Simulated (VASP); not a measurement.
Runs of VASP 6.6.1 on Al3B2As. The structure is that of space group C2 (No. 5), or close to it. The cells are those of the table. 

| task | cell | k mesh | cutoff (eV) | smearing | gap on the mesh (eV) | pressure (GPa) | largest force (eV/Å) |
| --- | --- | --- | --- | --- | --- | --- | --- |
| single point | a = 5.805, b = 5.805, c = 3.874 Å, angles 92.5, 92.5, 38.9°, 6 atoms | 6 × 6 × 4 | 520 | gaussian 0.1 eV | (b) | 0.3 | 0.05 |
| relaxation of cell and atoms | relaxed from a = 5.805, b = 5.805, c = 3.874 Å, angles 92.5, 92.5, 38.9°, 6 atoms | 6 × 6 × 4 | 600 | gaussian 0.1 eV | 0.60 | -0.1 | 0.03 |
| single point | a = 5.809, b = 5.809, c = 3.882 Å, angles 92.6, 92.6, 38.9°, 6 atoms | 10 × 10 × 10 | 520 | gaussian 0.02 eV | (a) | 0.1 | 0.03 |
| single point | a = 5.805, b = 5.805, c = 3.879 Å, angles 92.7, 92.7, 39.0°, 6 atoms | 6 × 6 × 4 | 520 | gaussian 0.1 eV | 0.60 | 0.1 | 0.02 |

Alike in all rows: level PBE; potentials or basis VASP PAW PBE potentials, release 64 (Al, B, As); no spin polarisation.

Problem. Estimate the missing entries.

Solution. (a) 0.56; (b) 0.59.

A k mesh can miss the band edges, and the runs leave out spin-orbit coupling on As.
